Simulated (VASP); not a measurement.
Input of a VASP 6.6.1 run:

The input INCAR:

```
PREC     = Accurate       # precision mode
ENCUT    = 520            # plane-wave cutoff, eV
EDIFF    = 1E-6           # SCF threshold, eV
ISMEAR   = 1              # smearing method
SIGMA    = 0.1            # smearing width, eV
LREAL    = False          # projectors in reciprocal space
LASPH    = True           # aspherical terms in the spheres
NELM     = 100            # most SCF steps
ALGO     = Normal         # electronic algorithm
ISIF     = 2              # what is computed and relaxed
LWAVE    = False          # write WAVECAR
LCHARG   = False          # write CHGCAR
GGA      = PS             # functional
NBANDS   = 14             # bands
```

The input KPOINTS:

```
Automatic mesh
0
Gamma
  9 9 9
```

Contents of POSCAR:

```
HfN
1.0
    0.0000000000      2.2048613153      2.2048613153
    2.2048613153      0.0000000000      2.2048613153
    2.2048613153      2.2048613153      0.0000000000
Hf N
1 1
Direct
    0.0000000000      0.0000000000      0.0000000000
    0.5000000000      0.5000000000      0.5000000000
```

Potentials or basis: VASP PAW PBE potentials, release 64 (Hf_pv, N).

The run is started by

```console
$ cat potpaw_PBE.64/Hf_pv/POTCAR potpaw_PBE.64/N/POTCAR > POTCAR
$ mpirun -np 1 vasp_std > vasp.out
```

(1) What does it give for the pressure?

Answers

(1) 17.8 GPa.

Caveat: the PAW data sets were made with another functional, which shifts forces and pressure a little.
